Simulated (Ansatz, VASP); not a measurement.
One calculation of ZrSi2O6, two programs

```
Zr Si O
1.0
     2.60598   -4.98067    0.00000
     2.60598    4.98067    0.00000
     0.00000    0.00000    6.04030
Zr Si O
1 2 6
Direct
  0.50000 0.50000 0.50000
  0.00000 0.50000 0.84476
  0.50000 0.00000 0.15524
  0.82337 0.58743 0.68961
  0.22327 0.77673 0.00000
  0.58743 0.82337 0.31039
  0.17663 0.41257 0.68961
  0.77673 0.22327 0.00000
  0.41257 0.17663 0.31039
```

Alike in both runs: task single point; functional PBE; k mesh 4 × 4 × 4; occupations gaussian, width 0.1 eV; no spin polarisation.

|  | VASP | Ansatz |
| --- | --- | --- |
| version | VASP 6.6.1 | Ansatz 0.2.0 |
| potentials or method | VASP PAW PBE potentials, release 64 (Zr_sv, Si, O), cutoff 520 eV | scalar-relativistic, plane waves, PAW |
| valence electrons in the cell | 56 | 56 |

```tsv
	VASP	Ansatz	Ansatz less VASP
gap on the k mesh at the Fermi level (eV)	5.05	5.05	-0.001
least direct gap on the mesh (eV)	5.28	5.28	-0.001
pressure (GPa)	0.2	0.0	-0.15
traceless stress, the component that is largest in VASP (GPa)	-0.10	-0.02	+0.074
rms of the force components (eV/Å)	0.008	0.002	-0.0059
```

Atom by atom the forces differ by 0.008 eV/Å (rms over components).
